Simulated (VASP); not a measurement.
A run of VASP 6.6.1 is set up as follows.

The input INCAR:

```
SYSTEM = Re
ALGO = Normal ; EDIFF = 1E-6
EDIFFG = -0.01 ; ENCUT = 600
IBRION = 2 ; ISIF = 3
ISMEAR = -1 ; LASPH = .True.
LCHARG = .False. ; LREAL = .False.
LWAVE = .False. ; NELM = 100
NSW = 80 ; PREC = Accurate
SIGMA = 0.1
```

KPOINTS

```
k-points
0
Gamma
  14 14 14
  0 0 0
```

Contents of POSCAR:

```
Re
1.0
    0.0000000000      1.9449117208      1.9449117208
    1.9449117208      0.0000000000      1.9449117208
    1.9449117208      1.9449117208      0.0000000000
Re
1
Direct
    0.0000000000      0.0000000000      0.0000000000
```

Potentials or basis: VASP PAW LDA potentials, release 64 (Re).

The run is started by

```sh
$ cat potpaw_LDA.64/Re/POTCAR > POTCAR
$ mpirun -np 1 vasp_std > vasp.out
```

Question: What does it give for the relaxed volume?

Answer: 14.44 Å³/atom.

Question: Predict the band gap on the k mesh.

Answer: Zero (an odd number of electrons rules out a gap without spin polarisation).

Question: What does it give for the relaxed cell?

Answer: a = 2.733 Å, b = 2.733 Å, c = 2.733 Å, α = 60.00°, β = 60.00°, γ = 60.00°.

The path:
| step | energy change (eV) | largest force (eV/Å) | pressure (GPa) | volume (Å³) |
| --- | --- | --- | --- | --- |
| 1 | 0.0000 | 0.0000 | -7.40 | 14.71 |
| 2 | 0.1229 | 0.0000 | 39.59 | 13.31 |
| 3 | -0.0064 | 0.0000 | -0.28 | 14.45 |
| 4 | -0.0064 | 0.0000 | -0.06 | 14.44 |

Caveat: spin-orbit coupling is left out, which moves the levels of the heavy elements.
